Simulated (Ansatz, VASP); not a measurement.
## One calculation of SnO2, two programs

```
Sn O
1.0
     1.61709    0.93363    4.80059
    -1.61709    0.93363    4.80059
     0.00000   -1.86726    4.80059
Sn O
1 2
Direct
  0.50000 0.50000 0.50000
  0.76283 0.76283 0.76283
  0.23717 0.23717 0.23717
```

Alike in both runs: functional PBEsol; k mesh 7 × 7 × 7; occupations fermi-dirac, width 0.05 eV; non-collinear spin, spin-orbit coupling.

```csv
,VASP,Ansatz
version,VASP 6.6.1,Ansatz 0.2.0
potentials or method,"VASP PAW PBE potentials, release 64 (Sn_d, O)",Ansatz PAW
plane-wave cutoff (eV),520,420
valence electrons in the cell,26,26
task,single point,band structure
```

|  | VASP | Ansatz | Ansatz less VASP |
| --- | --- | --- | --- |
| pressure (GPa) | -4.6 | -5.2 | -0.53 |
| traceless stress, the component that is largest in VASP (GPa) | 1.03 | 1.40 | +0.370 |
| rms of the force components (eV/Å) | 0.164 | 0.186 | +0.0226 |
| net moment per atom (μB) | 0.00 | 0.00 | 0.000 |

VASP's potentials were made for PBE, not for PBEsol. Atom by atom the forces differ by 0.023 eV/Å (rms over components).
